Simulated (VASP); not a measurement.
Write the native input for VASP 6.6.1 that does the following.

```
Task                   : single point
Functional             : revPBE
Potentials or basis    : VASP PAW PBE potentials, release 64 (Al, N)
Cutoff                 : 600 eV
k mesh                 : 7 × 7 × 4
Occupations            : fermi-dirac, width 0.05 eV
Spin                   : no spin polarisation
Dipole correction      : no
Further INCAR settings : ALGO = Normal; EDIFF = 1e-06; NBANDS = 16
```

The structure of AlN lies in POSCAR:

```
AlN
1.0
    3.1130000000      0.0000000000      0.0000000000
   -1.5565000000      2.6959370000      0.0000000000
    0.0000000000      0.0000000000      4.9810000000
Al N
2 2
Direct
    0.3333333333      0.6666666667      0.0000000000
    0.6666666667      0.3333333333      0.5000000000
    0.3333333333      0.6666666667      0.3800000000
    0.6666666667      0.3333333333      0.8800000000
```

These files were run (other wordings do the same):

INCAR

```
SYSTEM = AlN
PREC = Accurate ; ENCUT = 600
EDIFF = 1E-6 ; ISMEAR = -1
SIGMA = 0.05 ; LREAL = .FALSE.
LASPH = .TRUE. ; NELM = 120
ALGO = Normal ; ISIF = 2
LWAVE = .FALSE. ; LCHARG = .FALSE.
GGA = RE ; NBANDS = 16
GGA_COMPAT = .FALSE.
```

KPOINTS

```
Automatic mesh
0
G
  7 7 4
  0 0 0
```

Potentials or basis: VASP PAW PBE potentials, release 64 (Al, N).

Command:

```bash
$ cat potpaw_PBE.64/Al/POTCAR potpaw_PBE.64/N/POTCAR > POTCAR
$ mpirun -np 1 vasp_std > vasp.out
```

It gave:

```json
{"Pressure": "5.8 GPa", "Largest force": "0.135 eV/Å", "Band gap on the k mesh": "4.26 eV, direct"}
```

Caveat: the PAW data sets were made with another functional, which shifts forces and pressure a little.

Run time: 10 s on 1 thread of Intel(R) Xeon(R) Platinum 8559C (Emerald Rapids), with other jobs on the host, peak memory 0.17 GiB.
